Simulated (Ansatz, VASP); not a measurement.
**Two plane-wave programs on PbS**

File INCAR:

```
SYSTEM = PbS
ALGO = Normal
EDIFF = 1E-6
ENCUT = 500
GGA = PE
GGA_COMPAT = .FALSE.
ISIF = 2
ISMEAR = 0
LASPH = .TRUE.
LCHARG = .TRUE.
LELF = .TRUE.
LREAL = .FALSE.
LVHAR = .TRUE.
LWAVE = .FALSE.
NBANDS = 28
NELM = 120
PREC = Accurate
SIGMA = 0.01
```

The input KPOINTS:

```
k-points
0
G
  4 4 2
  0 0 0
```

The input POSCAR:

```
PbS
1.0
    2.9838607981     -2.9828938700      0.0000000000
    2.9838607981      2.9828938700      0.0000000000
   -1.0986781904      0.0000000000     11.1678408944
Pb S
2 2
Direct
    0.2263653800      0.2263653800      0.3722110100
    0.7736346200      0.7736346200      0.6277889900
    0.7295120500      0.7295120500      0.3897323800
    0.2704879500      0.2704879500      0.6102676200
```

Input for Ansatz:

```yaml
crystal:
  lattice:
    - [2.9838607981, -2.98289387, 0.0]
    - [2.9838607981, 2.98289387, 0.0]
    - [-1.0986781904, 0.0, 11.1678408944]
  atoms:
    - { symbol: Pb, position: [0.22636538, 0.22636538, 0.37221101] }
    - { symbol: Pb, position: [0.77363462, 0.77363462, 0.62778899] }
    - { symbol: S, position: [0.72951205, 0.72951205, 0.38973238] }
    - { symbol: S, position: [0.27048795, 0.27048795, 0.61026762] }
basis:
  ecutwfc: 420
kpoints:
  mp_grid: { grid: [4, 4, 2] }
hamiltonian:
  xc: pbe
scf:
  occupations: { method: fixed }
output:
  forces: true
  stress: true
  eigenvalues: true
```

Alike in both runs: task single point; functional PBE; k mesh 4 × 4 × 2; no spin polarisation.

|  | VASP | Ansatz |
| --- | --- | --- |
| version | VASP 6.6.1 | Ansatz 0.2.0 |
| potentials or method | VASP PAW PBE potentials, release 64 (Pb_d, S), cutoff 500 eV | scalar-relativistic, plane waves, PAW |
| occupations | gaussian, width 0.01 eV | fixed |
| valence electrons in the cell | 40 | 40 |

VASP gave:

| Quantity | Value |
| --- | --- |
| gap on the k mesh at the Fermi level (eV) | 2.05 |
| least direct gap on the mesh (eV) | 2.06 |
| rms of the force components (eV/Å) | 0.070 |

Q: What did Ansatz give for the same quantities?

A: gap on the k mesh at the Fermi level (eV): 2.05; least direct gap on the mesh (eV): 2.06; rms of the force components (eV/Å): 0.072.

Atom by atom the forces differ by 0.003 eV/Å (rms over components).

Neither program's run includes spin-orbit coupling.
